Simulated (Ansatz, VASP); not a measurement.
# Sc: VASP beside Ansatz

Contents of INCAR:

```
SYSTEM = Sc
  PREC = Accurate
  ENCUT = 520
  EDIFF = 1E-6
  ISMEAR = -1
  SIGMA = 0.01
  LREAL = .False.
  LASPH = .True.
  NELM = 60
  ALGO = Normal
  ISIF = 2
  LWAVE = .False.
  LCHARG = .True.
  GGA = RP
  LELF = .True.
  LVHAR = .True.
  NBANDS = 18
```

KPOINTS

```
regular mesh
0
Gamma
  8 8 5
  0 0 0
```

POSCAR

```
Sc
1.0
    3.3897389622      0.0000000000      0.0000000000
   -1.6948694811      2.9356225277      0.0000000000
    0.0000000000      0.0000000000      5.4019675036
Sc
2
Direct
    0.3333333333      0.6666666667      0.2500000000
    0.6666666667      0.3333333333      0.7500000000
```

Input for Ansatz:

```yaml
crystal:
  lattice:
    - [3.3897389622204717, 0.0, 0.0]
    - [-1.6948694811102358, 2.9356225276624976, 0.0]
    - [0.0, 0.0, 5.401967503619587]
  atoms:
    - { symbol: Sc, position: [0.3333333333333333, 0.6666666666666666, 0.25] }
    - { symbol: Sc, position: [0.6666666666666666, 0.3333333333333333, 0.75] }
basis:
  ecutwfc: 530.0
kpoints:
  mp_grid:
    grid: [8, 8, 5]
hamiltonian:
  xc: rpbe
scf:
  algorithm: density_mixing
  self_checks: high
  lower_state_search: "off"
  occupations:
    method: fermi_dirac
    width: 0.01
output:
  stress: true
```

Alike in both runs: task single point; functional RPBE; k mesh 8 × 8 × 5; occupations fermi-dirac, width 0.01 eV; no spin polarisation.

|  | VASP | Ansatz |
| --- | --- | --- |
| version | VASP 6.6.1 | Ansatz 0.2.0 |
| potentials or method | VASP PAW PBE potentials, release 64 (Sc_sv), cutoff 520 eV | plane waves, PAW |
| valence electrons in the cell | 22 | 22 |

|  | VASP | Ansatz | Ansatz less VASP |
| --- | --- | --- | --- |
| gap on the k mesh at the Fermi level (eV) | none | none | - |
| pressure (GPa) | -2.2 | -2.3 | -0.02 |
| traceless stress, the component that is largest in VASP (GPa) | -0.58 | -0.58 | -0.006 |

VASP's potentials were made for PBE, not for RPBE. A gap of «none» marks a metal or a gap that the smearing closes. Ansatz's warnings: near symmetry operations not taken.
